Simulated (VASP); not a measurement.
LiCl, 2 atoms in the cell. Symmetry: Fm-3m, No. 225, cubic system. Conventional cell: a = 4.953 Å, b = 4.953 Å, c = 4.953 Å, α = 90.00°, β = 90.00°, γ = 90.00°. Li (site symmetry m-3m) has 6 Cl at 2.48 Å within 3.3 Å. Within 3.3 Å of Cl (site symmetry m-3m) lie 6 Li at 2.48 Å. 

- Program: VASP 6.6.1
- Task: single point
- Functional: LDA
- Potentials or basis: VASP PAW LDA potentials, release 64 (Li_sv, Cl)
- Cutoff: 750 eV
- k mesh: 6 × 6 × 6
- Occupations: gaussian, width 0.01 eV
- Spin: no spin polarisation
- Dipole correction: no
- Further INCAR settings: ALGO = Normal; EDIFF = 1e-06; NBANDS = 12

Potentials or basis: VASP PAW LDA potentials, release 64 (Li_sv, Cl).

The run is started by

```console
$ cat potpaw_LDA.64/Li_sv/POTCAR potpaw_LDA.64/Cl/POTCAR > POTCAR
$ mpirun -np 1 vasp_std > vasp.out
```

Hardware: 1 thread of Intel(R) Xeon(R) 6975P-C (Granite Rapids), with other jobs on the host.

Task: How long does it take, and how much memory?

Result: It took 3.4 s on 1 thread of Intel(R) Xeon(R) 6975P-C (Granite Rapids), with other jobs on the host, peak memory 0.14 GiB. Counts: scf iterations 11, k points 16.
